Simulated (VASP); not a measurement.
# Cs3B (Im-3m) in VASP: further runs, part 2 of 2

VASP 6.6.1. The steps go on from the part before.

## (3) Relaxation of cell and atoms, PBE

INCAR reads:

```
SYSTEM = Cs3B
PREC     = Accurate       ! precision mode
ENCUT    = 600            ! plane-wave cutoff, eV
EDIFF    = 1E-7           ! SCF threshold, eV
ISMEAR   = 0              ! smearing method
SIGMA    = 0.1            ! smearing width, eV
LREAL    = .FALSE.        ! projectors in reciprocal space
LASPH    = .TRUE.         ! aspherical terms in the spheres
NELM     = 100            ! most SCF steps
ALGO     = Normal         ! electronic algorithm
ISIF     = 3              ! what is computed and relaxed
LWAVE    = .FALSE.        ! write WAVECAR
LCHARG   = .FALSE.        ! write CHGCAR
GGA      = PE             ! functional
IBRION   = 2              ! ionic algorithm
NSW      = 100            ! ionic steps
EDIFFG   = -0.01          ! ionic threshold
```

KPOINTS reads:

```
regular mesh
0
G
  8 8 8
  0 0 0
```

POSCAR reads:

```
Cs3B
1.0
   -3.9126452081      3.9126452081      3.9126452081
    3.9126452081     -3.9126452081      3.9126452081
    3.9126452081      3.9126452081     -3.9126452081
Cs B
3 1
Direct
    0.0000000000      0.5000000000      0.5000000000
    0.5000000000      0.0000000000      0.5000000000
    0.5000000000      0.5000000000      0.0000000000
    0.0000000000      0.0000000000      0.0000000000
```

Potentials or basis: VASP PAW PBE potentials, release 64 (Cs_sv, B).

Run with:

```console
cat potpaw_PBE.64/Cs_sv/POTCAR potpaw_PBE.64/B/POTCAR > POTCAR
mpirun -np 1 vasp_std > vasp.out
```

OUTCAR:

```text
SYSTEM = Cs3B
   PREC = Accurate
   ENCUT = 600
   EDIFF = 1E-7
   ISMEAR = 0
   LREAL = .FALSE.
   LASPH = .TRUE.
   NELM = 100
   ISIF = 3
   GGA = PE
   IBRION = 2
   NSW = 100
   EDIFFG = -0.01

 ion  position               nearest neighbor table
   1  0.000  0.500  0.500-
   2  0.500  0.000  0.500-
   3  0.500  0.500  0.000-
   4  0.000  0.000  0.000-

  LATTYP: Found a body centered cubic cell.
 ALAT       =     7.8252904162

  Lattice vectors:

 A1 = (  -3.9126452081,   3.9126452081,   3.9126452081)
 A2 = (   3.9126452081,  -3.9126452081,   3.9126452081)
 A3 = (   3.9126452081,   3.9126452081,  -3.9126452081)

Analysis of symmetry for initial positions (statically):
=====================================================================
 Subroutine PRICEL returns:
 Original cell was already a primitive cell.

 Routine SETGRP: Setting up the symmetry group for a
 body centered cubic supercell.
[... 211 lines left out ...]

 Free energy of the ion-electron system (eV)
  ---------------------------------------------------
  ext. energy  EPLUGINS =         0.00000000
  ---------------------------------------------------
  free energy    TOTEN  =        -4.23318617 eV

  energy without entropy =       -4.17587285  energy(sigma->0) =       -4.20452951

 E-fermi :   1.4002     XC(G=0):  -6.7656

 val. band max:        1.4001294971   @ k =  -0.2500   0.3750   0.1250
 cond. band min:       1.4053079713   @ k =   0.5000   0.5000   0.1250
 fundamental gap:      0.0051784743
 Fermi energy:         1.4002106893

 k-point     1 :       0.0000    0.0000    0.0000
  band No.  band energies     occupation
      1     -22.5275      2.00000
      2     -22.3460      2.00000
      3     -22.3460      2.00000
      4      -9.9074      2.00000
      5      -9.9074      2.00000
      6      -9.9074      2.00000
[... 505 lines left out ...]
      6      -9.6251      2.00000
[... 11 lines left out ...]
     18       2.3983      0.00000
     19       2.6545      0.00000

 [... further k-points ...]
[... 5 lines left out ...]
  --------------------------------------------------------------------------------------
  -------------------------------------------------------------------------------------
  Total        0.0393470      0.0393470      0.0393470      0.0000000     -0.0000000      0.0000000
  in kB        0.2626589      0.2626589      0.2626589      0.0000000     -0.0000000      0.0000000
  external PRESSURE =       0.2626589 kB  Pullay stress =       0.0000000 kB

 VOLUME and BASIS-vectors are now :
 -----------------------------------------------------------------------------
  energy-cutoff  :      600.00
  volume of cell :      240.01
      direct lattice vectors                 reciprocal lattice vectors
    -3.914924713  3.914924713  3.914924713     0.000000000  0.127716377  0.127716377
     3.914924713 -3.914924713  3.914924713     0.127716377  0.000000000  0.127716377
     3.914924713  3.914924713 -3.914924713     0.127716377  0.127716377  0.000000000

 POSITION                                       TOTAL-FORCE (eV/Angst)
 -----------------------------------------------------------------------------------
      3.91492      0.00000      0.00000        -0.000000     -0.000000      0.000000
      3.91492      0.00000      3.91492         0.000000      0.000000     -0.000000
      3.91492      3.91492      0.00000        -0.000000     -0.000000     -0.000000
      0.00000     -0.00000      0.00000        -0.000000      0.000000      0.000000
 -----------------------------------------------------------------------------------
    total drift:                                0.000000      0.000000     -0.000000

  FREE ENERGIE OF THE ION-ELECTRON SYSTEM (eV)
  ---------------------------------------------------
  free  energy   TOTEN  =        -4.2331861709 eV

  energy  without entropy=       -4.1758728455  energy(sigma->0) =       -4.20452951

 reached required accuracy - stopping structural energy minimisation
```

OSZICAR:

```text
N       E                     dE             d eps       ncg     rms          rms(c)
DAV:   1     0.236900112880E+03    0.23690E+03   -0.12136E+04  1102   0.140E+03
DAV:   2     0.223093657165E+02   -0.21459E+03   -0.21035E+03  1488   0.217E+02
DAV:   3    -0.508043736187E+01   -0.27390E+02   -0.27271E+02  1275   0.857E+01
DAV:   4    -0.565667848869E+01   -0.57624E+00   -0.56919E+00  1439   0.150E+01
[... 18 lines left out ...]
DAV:   5    -0.423318622090E+01    0.28211E-05   -0.18444E-06  1458   0.567E-03    0.198E-03
DAV:   6    -0.423318609648E+01    0.12442E-06   -0.14589E-06  1251   0.223E-03    0.135E-03
DAV:   7    -0.423318589685E+01    0.19963E-06   -0.40038E-07  1240   0.187E-03    0.344E-04
DAV:   8    -0.423318616273E+01   -0.26587E-06   -0.12260E-08   656   0.561E-04    0.687E-05
DAV:   9    -0.423318617085E+01   -0.81247E-08   -0.18392E-09   650   0.192E-04
   2 F= -.42331862E+01 E0= -.42045295E+01  d E =-.773284E-04
```

Wall time 2.7 min (1 thread of AMD EPYC 9R45 (Zen 5), shared host); peak memory 0.46 GiB.

What came out:

```yaml
Free_energy: -4.2332 eV
Relaxed_volume: 60.00 Å³/atom
Relaxed_cell: a = 6.781 Å, b = 6.781 Å, c = 6.781 Å, α = 109.47°, β = 109.47°, γ = 109.47°
Space_group_after_relaxing_to_0.05_Å: Im-3m (No. 229)
Energy_gained_by_relaxing: 0.0 meV/atom
Ionic_steps: 2
Pressure_after_relaxing: 0.0 GPa
Band_gap_on_the_k_mesh: zero (band 15 reaches 1.63 eV, above the bottom of band 16 at 0.96 eV)
```

Final structure:
```yaml
crystal:
  lattice:
    - [-3.91492, 3.91492, 3.91492]
    - [3.91492, -3.91492, 3.91492]
    - [3.91492, 3.91492, -3.91492]
  atoms:
    - { symbol: Cs, position: [0.00000, 0.50000, 0.50000] }
    - { symbol: Cs, position: [0.50000, 0.00000, 0.50000] }
    - { symbol: Cs, position: [0.50000, 0.50000, 0.00000] }
    - { symbol: B, position: [0.00000, 0.00000, 0.00000] }
```

Levels at points of the mesh, in eV from the Fermi level:
| k point | band 13 | band 14 | band 15 | band 16 | band 17 | band 18 |
| --- | --- | --- | --- | --- | --- | --- |
| (0.00, 0.00, 0.00) | -5.07 | -0.67 | 0.23 | 0.23 | 0.23 | 0.61 |
| (0.50, 0.00, 0.00) | -4.87 | -0.77 | -0.09 | 0.02 | 1.12 | 1.18 |
| (0.50, 0.50, 0.50) | -5.00 | 0.21 | 0.21 | 0.21 | 0.64 | 0.64 |

Caveat: spin-orbit coupling is left out, which moves the levels of the heavy elements.

## (4) Single point, PBE

INCAR reads:

```
SYSTEM = Cs3B
ALGO = Normal ; EDIFF = 1E-7
ENCUT = 520 ; GGA = PE
ISIF = 2 ; ISMEAR = 0
LASPH = .True. ; LCHARG = .False.
LREAL = .False. ; LWAVE = .False.
NBANDS = 23 ; NELM = 100
PREC = Accurate ; SIGMA = 0.1
```

KPOINTS reads:

```
k-points
0
Gamma
  10 10 10
  0 0 0
```

POSCAR is that of step 3.

Run with:

```console
cat potpaw_PBE.64/Cs_sv/POTCAR potpaw_PBE.64/B/POTCAR > POTCAR
mpirun -np 1 vasp_std > vasp.out
```

It took 2.5 min on 1 thread of AMD EPYC 9R45 (Zen 5), shared host; peak memory 0.44 GiB.

The run converged. Its results:

* Free energy: -4.2333 eV
* Pressure: 0.0 GPa
* Band gap on the k mesh: zero (band 15 reaches 1.64 eV, above the bottom of band 16 at 1.08 eV)

Levels at points of the mesh, in eV from the Fermi level:
| k point | band 13 | band 14 | band 15 | band 16 | band 17 | band 18 |
| --- | --- | --- | --- | --- | --- | --- |
| (0.00, 0.00, 0.00) | -5.07 | -0.67 | 0.23 | 0.23 | 0.23 | 0.61 |
| (0.50, 0.00, 0.00) | -4.87 | -0.77 | -0.10 | 0.02 | 1.12 | 1.19 |
| (0.50, 0.50, 0.50) | -5.00 | 0.21 | 0.21 | 0.21 | 0.64 | 0.64 |

Caveat: spin-orbit coupling is left out, which moves the levels of the heavy elements.

## (5) Relaxation of cell and atoms, PBE

This run uses another cell than the first one, of 41.86 Å³/atom, 0.699 times its volume.

INCAR reads:

```
PREC = Accurate ; ENCUT = 600
EDIFF = 1E-6 ; ISMEAR = 0
SIGMA = 0.1 ; LREAL = False
LASPH = True ; NELM = 100
ALGO = Normal ; ISIF = 3
LWAVE = False ; LCHARG = False
GGA = PE ; IBRION = 2
NSW = 100 ; EDIFFG = -0.01
```

KPOINTS reads:

```
regular mesh
0
Gamma
  10 10 10
```

POSCAR reads:

```
Cs3B
1.0
   -3.4721475500      3.4721475500      3.4721475500
    3.4721475500     -3.4721475500      3.4721475500
    3.4721475500      3.4721475500     -3.4721475500
Cs B
3 1
Direct
    0.0000000000      0.5000000000      0.5000000000
    0.5000000000      0.0000000000      0.5000000000
    0.5000000000      0.5000000000      0.0000000000
    0.0000000000      0.0000000000      0.0000000000
```

Run with:

```console
cat potpaw_PBE.64/Cs_sv/POTCAR potpaw_PBE.64/B/POTCAR > POTCAR
mpirun -np 1 vasp_std > vasp.out
```

Run time: 5.4 min. Hardware: 1 thread of AMD EPYC 9R45 (Zen 5), shared host; peak memory 0.41 GiB.

It converged, with:

- Free energy: -4.2281 eV
- Relaxed volume: 60.31 Å³/atom
- Relaxed cell: a = 6.792 Å, b = 6.792 Å, c = 6.792 Å, α = 109.47°, β = 109.47°, γ = 109.47°
- Space group after relaxing (to 0.05 Å): Im-3m (No. 229)
- Energy gained by relaxing: 107.9 meV/atom
- Ionic steps: 5
- Pressure after relaxing: 0.0 GPa
- Band gap on the k mesh: zero (band 15 reaches 1.62 eV, above the bottom of band 16 at 1.06 eV)

The path:
| step | energy change (eV) | largest force (eV/Å) | pressure (GPa) | volume (Å³) |
| --- | --- | --- | --- | --- |
| 1 | 0.0000 | 0.0000 | 2.62 | 167.44 |
| 2 | -0.2148 | 0.0000 | 1.53 | 184.56 |
| 3 | -0.4056 | 0.0000 | 0.40 | 218.67 |
| 4 | -0.4300 | 0.0000 | 0.09 | 235.20 |
| 5 | -0.4317 | 0.0000 | 0.00 | 241.25 |

Final structure:
```xyz
4
Lattice="-3.9216 3.9216 3.9216 3.9216 -3.9216 3.9216 3.9216 3.9216 -3.9216" Properties=species:S:1:pos:R:3 pbc="T T T"
Cs    3.9216    0.0000    0.0000
Cs    0.0000    3.9216    0.0000
Cs    0.0000    0.0000    3.9216
B     0.0000    0.0000    0.0000
```

Levels at points of the mesh, in eV from the Fermi level:
| k point | band 11 | band 12 | band 13 | band 14 | band 15 | band 16 | band 17 | band 18 | band 19 |
| --- | --- | --- | --- | --- | --- | --- | --- | --- | --- |
| (0.00, 0.00, 0.00) | -10.15 | -10.15 | -5.07 | -0.68 | 0.24 | 0.24 | 0.24 | 0.60 | 0.60 |
| (0.50, 0.00, 0.00) | -10.38 | -10.17 | -4.87 | -0.77 | -0.09 | 0.03 | 1.12 | 1.17 | 1.56 |
| (0.50, 0.50, 0.50) | -10.16 | -10.16 | -5.00 | 0.21 | 0.21 | 0.21 | 0.63 | 0.63 | 1.38 |

Caveat: the volume moved by over 15 % at a fixed basis, so the end points are rough; spin-orbit coupling is left out, which moves the levels of the heavy elements.

## (6) Single point, PBE

This run uses another cell than the first one, of 41.86 Å³/atom, 0.699 times its volume.

INCAR reads:

```
SYSTEM = Cs3B
ALGO = Fast
EDIFF = 1E-6
ENCUT = 520
GGA = PE
ISIF = 2
ISMEAR = 0
LASPH = .True.
LCHARG = .True.
LELF = .True.
LREAL = .False.
LVHAR = .True.
LWAVE = .False.
NBANDS = 23
NELM = 60
PREC = Accurate
SIGMA = 0.1
```

KPOINTS reads:

```
k-points
0
Gamma
  4 4 4
  0 0 0
```

POSCAR is that of step 5.

Potentials or basis: VASP PAW PBE potentials, release 64 (Cs_sv, B).

Run with:

```console
cat potpaw_PBE.64/Cs_sv/POTCAR potpaw_PBE.64/B/POTCAR > POTCAR
mpirun -np 1 vasp_std > vasp.out
```

It took 42 s on 1 thread of AMD EPYC 7R13 (Zen 3), shared host; peak memory 0.28 GiB.

It converged, with:

* Free energy: -3.8198 eV
* Pressure: 2.7 GPa
* Band gap on the k mesh: zero (band 15 reaches 3.33 eV, above the bottom of band 16 at 2.11 eV)

Levels at points of the mesh, in eV from the Fermi level:
| k point | band 12 | band 13 | band 14 | band 15 | band 16 | band 17 | band 18 | band 19 |
| --- | --- | --- | --- | --- | --- | --- | --- | --- |
| (0.00, 0.00, 0.00) | -9.10 | -5.15 | -0.15 | -0.15 | -0.15 | 0.32 | 1.08 | 1.08 |
| (0.50, 0.00, 0.00) | -9.13 | -4.56 | -0.68 | -0.04 | -0.02 | 1.64 | 1.98 | 2.21 |
| (0.50, 0.50, 0.50) | -9.12 | -5.02 | 0.71 | 0.71 | 0.71 | 1.38 | 1.38 | 1.38 |

Caveat: spin-orbit coupling is left out, which moves the levels of the heavy elements.

## (7) Overview

| task | cell | k mesh | cutoff (eV) | gap on the mesh (eV) | pressure (GPa) | relaxed volume (Å³/atom) |
| --- | --- | --- | --- | --- | --- | --- |
| single point | a = 6.777 Å, angles 109.5°, 4 atoms | 8 × 8 × 8 | 520 | none | 0.0 | - |
| relaxation of cell and atoms | relaxed from a = 6.777 Å, angles 109.5°, 4 atoms | 8 × 8 × 8 | 600 | none | 0.0 | 60.00 |
| single point | a = 6.777 Å, angles 109.5°, 4 atoms | 10 × 10 × 10 | 520 | none | 0.0 | - |
| relaxation of cell and atoms | relaxed from a = 6.014 Å, angles 109.5°, 4 atoms | 10 × 10 × 10 | 600 | none | 0.0 | 60.31 |
| single point | a = 6.014 Å, angles 109.5°, 4 atoms | 4 × 4 × 4 | 520 | none | 2.7 | - |

Alike in all rows: level PBE; potentials or basis VASP PAW PBE potentials, release 64 (Cs_sv, B); no spin polarisation; smearing gaussian 0.1 eV.

Caveats: spin-orbit coupling is left out, which moves the levels of the heavy elements; the volume moved by over 15 % at a fixed basis, so the end points are rough (some runs).

Absolute energies hang on the potentials; compare differences alone.
